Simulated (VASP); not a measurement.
Input of a VASP 6.6.1 run:

The input INCAR:

```
SYSTEM = BN
PREC = Accurate
ENCUT = 600
EDIFF = 1E-7
ISMEAR = 0
SIGMA = 0.02
LREAL = .FALSE.
LASPH = .TRUE.
NELM = 120
ALGO = Normal
ISIF = 3
LWAVE = .FALSE.
LCHARG = .FALSE.
GGA = PE
IBRION = 2
NSW = 50
EDIFFG = -0.003
GGA_COMPAT = .FALSE.
NELMIN = 4
```

KPOINTS

```
regular mesh
0
G
  12 12 12
  0 0 0
```

Contents of POSCAR:

```
BN
1.0
    0.0000000000      1.8195759395      1.8195759395
    1.8195759395      0.0000000000      1.8195759395
    1.8195759395      1.8195759395      0.0000000000
B N
1 1
Direct
    0.0000000000      0.0000000000      0.0000000000
    0.2500000000      0.2500000000      0.2500000000
```

Potentials or basis: VASP PAW PBE potentials, release 64 (B, N).

Run with:

```sh
$ cat potpaw_PBE.64/B/POTCAR potpaw_PBE.64/N/POTCAR > POTCAR
$ mpirun -np 1 vasp_std > vasp.out
```

Problem. Estimate the space group after relaxing (to 0.05 Å).

Solution. F-43m (No. 216).

Problem. What does it give for the relaxed cell?

Solution. a = 2.563 Å, b = 2.563 Å, c = 2.563 Å, α = 60.00°, β = 60.00°, γ = 60.00°.

Step by step:
| step | energy change (eV) | largest force (eV/Å) | pressure (GPa) | volume (Å³) |
| --- | --- | --- | --- | --- |
| 1 | 0.0000 | 0.0000 | -4.42 | 12.05 |
| 2 | 0.0000 | 0.0000 | 4.60 | 11.76 |
| 3 | -0.0020 | 0.0000 | 0.00 | 11.90 |
